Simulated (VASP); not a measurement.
# MgCd3 (Pm-3m) in VASP: further runs

MgCd3 is run at these levels: LDA; tasks: single point.

All numbers are computed with VASP 6.6.1; they aren't measurements. Logs are shortened: lines on timing, memory, paths and dates and some standing lists are left out, and cuts for length are marked.

### 1 The cell of the first run

It takes space group Pm-3m (No. 221, cubic). Conventional cell: a = 4.358 Å, b = 4.358 Å, c = 4.358 Å, α = 90.00°, β = 90.00°, γ = 90.00°. Mg (site symmetry m-3m) has 12 Cd at 3.08 Å within 4.1 Å. Cd (site symmetry 4/mmm) has 4 Mg at 3.08 Å and 8 Cd at 3.08 Å within 4.1 Å.

### 2 Single point, LDA

Contents of INCAR:

```
SYSTEM = MgCd3
  PREC = Accurate
  ENCUT = 520
  EDIFF = 1E-6
  ISMEAR = 0
  SIGMA = 0.15
  LREAL = .FALSE.
  LASPH = .TRUE.
  NELM = 60
  ALGO = Normal
  ISIF = 2
  LWAVE = .FALSE.
  LCHARG = .FALSE.
  GGA = CA
  NBANDS = 27
```

Contents of KPOINTS:

```
Automatic mesh
0
G
  5 5 5
  0 0 0
```

Contents of POSCAR:

```
MgCd3
1.0
    4.3580476320      0.0000000000      0.0000000000
    0.0000000000      4.3580476320      0.0000000000
    0.0000000000      0.0000000000      4.3580476320
Mg Cd
1 3
Direct
    0.0000000000      0.0000000000      0.0000000000
    0.5000000000      0.5000000000      0.0000000000
    0.5000000000      0.0000000000      0.5000000000
    0.0000000000      0.5000000000      0.5000000000
```

Potentials or basis: VASP PAW LDA potentials, release 64 (Mg, Cd).

The run is started by

```bash
> cat potpaw_LDA.64/Mg/POTCAR potpaw_LDA.64/Cd/POTCAR > POTCAR
> mpirun -np 1 vasp_std > vasp.out
```

OUTCAR:

```text
SYSTEM = MgCd3
   PREC = Accurate
   ENCUT = 520
   EDIFF = 1E-6
   ISMEAR = 0
   LREAL = .FALSE.
   LASPH = .TRUE.
   NELM = 60
   ISIF = 2
   GGA = CA

 ion  position               nearest neighbor table
   1  0.000  0.000  0.000-   2 3.08   3 3.08   4 3.08   3 3.08   4 3.08   2 3.08   4 3.08   4 3.08
                             2 3.08   3 3.08   3 3.08   2 3.08
   2  0.500  0.500  0.000-   1 3.08   3 3.08   4 3.08   3 3.08   4 3.08   1 3.08   3 3.08   3 3.08
                             1 3.08   4 3.08   4 3.08   1 3.08
   3  0.500  0.000  0.500-   1 3.08   2 3.08   4 3.08   1 3.08   2 3.08   2 3.08   4 3.08   2 3.08
                             1 3.08   4 3.08   1 3.08   4 3.08
   4  0.000  0.500  0.500-   1 3.08   2 3.08   3 3.08   1 3.08   2 3.08   1 3.08   3 3.08   1 3.08
                             2 3.08   3 3.08   2 3.08   3 3.08

  LATTYP: Found a simple cubic cell.
 ALAT       =     4.3580476320

  Lattice vectors:

 A1 = (   4.3580476320,   0.0000000000,   0.0000000000)
 A2 = (   0.0000000000,   4.3580476320,   0.0000000000)
 A3 = (   0.0000000000,   0.0000000000,   4.3580476320)

Analysis of symmetry for initial positions (statically):
=====================================================================
 Subroutine PRICEL returns:
 Original cell was already a primitive cell.

 Routine SETGRP: Setting up the symmetry group for a
 simple cubic supercell.

 Subroutine GETGRP returns: Found 48 space group operations
 (whereof 48 operations were pure point group operations)
 out of a pool of 48 trial point group operations.

The static configuration has the point symmetry O_h .

Analysis of symmetry for dynamics (positions and initial velocities):
=====================================================================
 Subroutine PRICEL returns:
 Original cell was already a primitive cell.

 Routine SETGRP: Setting up the symmetry group for a
 simple cubic supercell.

 Subroutine GETGRP returns: Found 48 space group operations
 (whereof 48 operations were pure point group operations)
 out of a pool of 48 trial point group operations.

The dynamic configuration has the point symmetry O_h .

 Subroutine INISYM returns: Found 48 space group operations
 (whereof 48 operations are pure point group operations),
 and found     1 'primitive' translations

----------------------------------------------------------------------------------------

                                     Primitive cell

  volume of cell :      82.7706

  direct lattice vectors                    reciprocal lattice vectors
     4.358047632  0.000000000  0.000000000     0.229460548  0.000000000  0.000000000
     0.000000000  4.358047632  0.000000000     0.000000000  0.229460548  0.000000000
     0.000000000  0.000000000  4.358047632     0.000000000  0.000000000  0.229460548

  length of vectors
     4.358047632  4.358047632  4.358047632     0.229460548  0.229460548  0.229460548

  position of ions in fractional coordinates (direct lattice)
     0.000000000  0.000000000  0.000000000
     0.500000000  0.500000000  0.000000000
     0.500000000  0.000000000  0.500000000
     0.000000000  0.500000000  0.500000000

  ion indices of the primitive-cell ions
   primitive index   ion index
                 1           1
                 2           2
                 3           3
                 4           4

----------------------------------------------------------------------------------------

 KPOINTS: Automatic mesh

Automatic generation of k-mesh.
 Grid dimensions read from file:
 generate k-points for:    5    5    5

 Generating k-lattice:

  Cartesian coordinates                     Fractional coordinates (reciprocal lattice)
     0.045892110  0.000000000  0.000000000     0.200000000  0.000000000  0.000000000
     0.000000000  0.045892110  0.000000000     0.000000000  0.200000000  0.000000000
     0.000000000  0.000000000  0.045892110     0.000000000  0.000000000  0.200000000

  Length of vectors
     0.045892110  0.045892110  0.045892110

  Shift w.r.t. Gamma in fractional coordinates (k-lattice)
     0.000000000  0.000000000  0.000000000

 Subroutine IBZKPT returns following result:
 ===========================================

 Found     10 irreducible k-points:

 Following reciprocal coordinates:
            Coordinates               Weight
  0.000000  0.000000  0.000000      1.000000
  0.200000  0.000000  0.000000      6.000000
  0.400000  0.000000  0.000000      6.000000
  0.200000  0.200000  0.000000     12.000000
  0.400000  0.200000  0.000000     24.000000
  0.400000  0.400000  0.000000     12.000000
  0.200000  0.200000  0.200000      8.000000
  0.400000  0.200000  0.200000     24.000000
  0.400000  0.400000  0.200000     24.000000
  0.400000  0.400000  0.400000      8.000000
   k-points           NKPTS =     10   k-points in BZ     NKDIM =     10   number of bands    NBANDS=     27
   number of dos      NEDOS =    301   number of ions     NIONS =      4
   total plane-waves  NPLWV =  32768
   dimension x,y,z NGX =    32 NGY =   32 NGZ =   32
   dimension x,y,z NGXF=    64 NGYF=   64 NGZF=   64
   ions per type =               1   3
   NGX,Y,Z   is equivalent  to a cutoff of  12.21, 12.21, 12.21 a.u.
   NGXF,Y,Z  is equivalent  to a cutoff of  24.41, 24.41, 24.41 a.u.
 SYSTEM =  MgCd3
   PREC   = accura    normal or accurate (medium, high low for compatibility)
   ISTART =      0    job   : 0-new  1-cont  2-samecut
   ICHARG =      2    charge: 1-file 2-atom 10-const
   ISPIN  =      1    spin polarized calculation?
   LNONCOLLINEAR =      F non collinear calculations
   LSORBIT =      F    spin-orbit coupling
   LASPH  =      T    aspherical Exc in radial PAW
   ENCUT  =  520.0 eV  38.22 Ry    6.18 a.u.   8.10  8.10  8.10*2*pi/ulx,y,z
   NELM   =     60;   NELMIN=  2; NELMDL= -5     # of ELM steps
   EDIFF  = 0.1E-05   stopping-criterion for ELM
   LREAL  =      F    real-space projection
   EDIFFG = 0.1E-04   stopping-criterion for IOM
   NSW    =      0    number of steps for IOM
   IBRION =     -1    ionic relax: 0-MD 1-quasi-New 2-CG
   NFREE  =      0    steps in history (QN), initial steepest desc. (CG)
   ISIF   =      2    stress and relaxation
   ISYM   =      2    0-nonsym 1-usesym 2-fastsym
   POTIM  = 0.5000    time-step for ionic-motion
   TEBEG  =    0.0;   TEEND  =   0.0 temperature during run
   PSTRESS=    0.0 pullay stress
   NELECT =      38.0000    total number of electrons
   NUPDOWN=      -1.0000    fix difference up-down
   EMIN   =  10.00;   EMAX   =-10.00  energy-range for DOS
   EFERMI =   0.00;   METHOD = LEGACY
   ISMEAR =     0;   SIGMA  =   0.15  broadening in eV -4-tet -1-fermi 0-gaus
   EFERMI_NEDOS =   21; number of points for ismear=-14 and -15
   IALGO  =     38    algorithm
   IMIX   =      4    mixing-type and parameters
     AMIX     =   0.40;   BMIX     =  1.00
     AMIX_MAG =   1.60;   BMIX_MAG =  1.00
  volume/ion in A,a.u.               =      20.69       139.64
  Fermi-wavevector in a.u.,A,eV,Ry     =   1.262925  2.386581 21.700997  1.594978
  Thomas-Fermi vector in A             =   2.396308
   LORBIT       =      0    0 simple, 1 ext, 2 COOP (PROOUT), +10 PAW based schemes
   GGA     = CA    functional components
   LHFCALC =     F    Hartree Fock is set to
   AEXX    =    0.0000 exact exchange contribution
   IVDW    =     0    specifies the selected vdW correction
   LEPSILON=     F    determine dielectric tensor
   LRPA    =     F    only Hartree local field effects (RPA)
 non-spin polarized calculation
 Gauss-broadening in eV      SIGMA  =   0.15
  energy-cutoff  :      520.00
  volume of cell :       82.77
 maximum number of plane-waves:      2257
   NGX = 17   NGY = 17   NGZ = 17

 number of electron      37.9999980 magnetization

 Free energy of the ion-electron system (eV)
  ---------------------------------------------------
  ext. energy  EPLUGINS =         0.00000000
  ---------------------------------------------------
  free energy    TOTEN  =        -6.81931565 eV

  energy without entropy =       -6.79468479  energy(sigma->0) =       -6.80700022

 E-fermi :   3.1395     XC(G=0): -10.9592

 val. band max:        3.0937993306   @ k =   0.4000   0.4000   0.4000
 cond. band min:       3.1639412748   @ k =   0.2000   0.2000   0.0000
 fundamental gap:      0.0701419442
 Fermi energy:         3.1394984357

 k-point     1 :       0.0000    0.0000    0.0000
  band No.  band energies     occupation
      1      -6.7805      2.00000
      2      -6.6312      2.00000
      3      -6.6312      2.00000
      4      -6.6312      2.00000
      5      -6.3938      2.00000
      6      -6.3938      2.00000
[... 19 lines left out ...]
     26      10.0465      0.00000
     27      10.0465      0.00000

 k-point     2 :       0.2000    0.0000    0.0000
  band No.  band energies     occupation
      1      -6.6733      2.00000
      2      -6.5990      2.00000
      3      -6.5319      2.00000
      4      -6.5319      2.00000
      5      -6.3701      2.00000
      6      -6.2905      2.00000
[... 19 lines left out ...]
     26       8.9187      0.00000
     27      10.4729      0.00000

 k-point     3 :       0.4000    0.0000    0.0000
  band No.  band energies     occupation
      1      -6.5398      2.00000
      2      -6.4632      2.00000
      3      -6.3005      2.00000
      4      -6.2702      2.00000
      5      -6.2702      2.00000
      6      -6.0621      2.00000
[... 19 lines left out ...]
     26      11.4292      0.00000
     27      11.7053      0.00000

 k-point     4 :       0.2000    0.2000    0.0000
  band No.  band energies     occupation
      1      -6.5903      2.00000
      2      -6.5466      2.00000
      3      -6.4617      2.00000
      4      -6.4538      2.00000
      5      -6.2986      2.00000
      6      -6.2227      2.00000
[... 19 lines left out ...]
     26       9.0013      0.00000
     27       9.1003      0.00000
[... 96 lines left out ...]
      4      -6.2636      2.00000
      5      -6.1359      2.00000
      6      -6.1116      2.00000
[... 19 lines left out ...]
     26      10.1406      0.00000
     27      10.4194      0.00000

 k-point     9 :       0.4000    0.4000    0.2000
  band No.  band energies     occupation
      1      -6.4717      2.00000
      2      -6.3786      2.00000
      3      -6.3009      2.00000
      4      -6.2793      2.00000
      5      -6.1868      2.00000
      6      -6.0685      2.00000
[... 19 lines left out ...]
     26      11.2690      0.00000
     27      12.4805      0.00000

 k-point    10 :       0.4000    0.4000    0.4000
  band No.  band energies     occupation
      1      -6.5962      2.00000
      2      -6.4912      2.00000
      3      -6.4055      2.00000
      4      -6.4055      2.00000
      5      -6.1735      2.00000
      6      -6.1735      2.00000
[... 19 lines left out ...]
     26      13.7126      0.00000
     27      14.5635      0.00000

------------------------ aborting loop because EDIFF is reached ----------------------------------------

  FORCE on cell =-STRESS in cart. coord.  units (eV):
  Direction    XX          YY          ZZ          XY          YZ          ZX
  --------------------------------------------------------------------------------------
  -------------------------------------------------------------------------------------
  Total       -1.3408553     -1.3408553     -1.3408553     -0.0000000     -0.0000000      0.0000000
  in kB      -25.9547344    -25.9547344    -25.9547344     -0.0000000     -0.0000000      0.0000000
  external PRESSURE =     -25.9547344 kB  Pullay stress =       0.0000000 kB

 VOLUME and BASIS-vectors are now :
 -----------------------------------------------------------------------------
  energy-cutoff  :      520.00
  volume of cell :       82.77
      direct lattice vectors                 reciprocal lattice vectors
     4.358047632  0.000000000  0.000000000     0.229460548  0.000000000  0.000000000
     0.000000000  4.358047632  0.000000000     0.000000000  0.229460548  0.000000000
     0.000000000  0.000000000  4.358047632     0.000000000  0.000000000  0.229460548

 POSITION                                       TOTAL-FORCE (eV/Angst)
 -----------------------------------------------------------------------------------
      0.00000      0.00000      0.00000         0.000000      0.000000      0.000000
      2.17902      2.17902      0.00000         0.000000      0.000000      0.000000
      2.17902      0.00000      2.17902         0.000000      0.000000      0.000000
      0.00000      2.17902      2.17902         0.000000      0.000000      0.000000
 -----------------------------------------------------------------------------------
    total drift:                                0.000000     -0.000000     -0.000000

  FREE ENERGIE OF THE ION-ELECTRON SYSTEM (eV)
  ---------------------------------------------------
  free  energy   TOTEN  =        -6.8193156454 eV

  energy  without entropy=       -6.7946847914  energy(sigma->0) =       -6.80700022
```

Run time: 7.6 s. Hardware: 1 thread of Intel Xeon 6975P-C (Granite Rapids), shared host; peak memory 0.16 GiB.

Results:

```
Free energy            : -6.8193 eV
Pressure               : -2.6 GPa
Band gap on the k mesh : zero (band 19 reaches 3.98 eV, above the bottom of band 20 at 2.09 eV)
```

Levels at points of the mesh, in eV from the Fermi level:
```csv
k point,band 16,band 17,band 18,band 19,band 20,band 21,band 22,band 23
"(0.00, 0.00, 0.00)",-8.25,-0.92,-0.92,-0.92,0.81,0.81,2.55,6.89
```

[end of part 1 of 2]
